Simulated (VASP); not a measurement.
A run of VASP 6.6.1 is set up as follows.

The input POSCAR:

```
Au
1.0
    2.9143213491      0.0000000000      0.0000000000
   -1.4571606745      2.5238763231      0.0000000000
    0.0000000000      0.0000000000      9.5357745759
Au
4
Direct
    0.0000000000      0.0000000000      0.0000000000
    0.0000000000      0.0000000000      0.5000000000
    0.3333333333      0.6666666667      0.2500000000
    0.6666666667      0.3333333333      0.7500000000
```

Contents of INCAR.step1:

```
ALGO = Normal ; EDIFF = 1E-4
ENCUT = 520 ; GGA = PE
ISMEAR = 0 ; LASPH = T
LCHARG = F ; LREAL = F
LWAVE = T ; NBANDS = 30
NELM = 100 ; PREC = Accurate
SIGMA = 0.1
```

The input INCAR.step2:

```
ALGO = Normal ; EDIFF = 1E-7
ENCUT = 520 ; ISIF = 2
ISMEAR = 0 ; ISTART = 1
LASPH = T ; LCHARG = F
LMIXTAU = T ; LREAL = F
LWAVE = F ; METAGGA = R2SCAN
NBANDS = 30 ; NELM = 100
PREC = Accurate ; SIGMA = 0.1
```

KPOINTS

```
k-points
0
Gamma
  12 12 2
```

Potentials or basis: VASP PAW PBE potentials, release 64 (Au).

Launch:

```sh
$ cat potpaw_PBE.64/Au/POTCAR > POTCAR
$ cp INCAR.step1 INCAR
$ mpirun -np 1 vasp_std > vasp.out
$ cp INCAR.step2 INCAR
$ mpirun -np 1 vasp_std > vasp.out
```

Question: What does it give for the band gap on the k mesh?

Answer: Zero (band 22 reaches 11.62 eV, above the bottom of band 23 at 6.37 eV).

Question: Predict the pressure.

Answer: 0.6 GPa.

Stress tensor (GPa, compression positive):
```
0.52 0.00 0.00
0.00 0.52 0.00
0.00 0.00 0.63
```

Caveat: the PAW data sets were made with another functional, which shifts forces and pressure a little; spin-orbit coupling is left out, which moves the levels of the heavy elements.
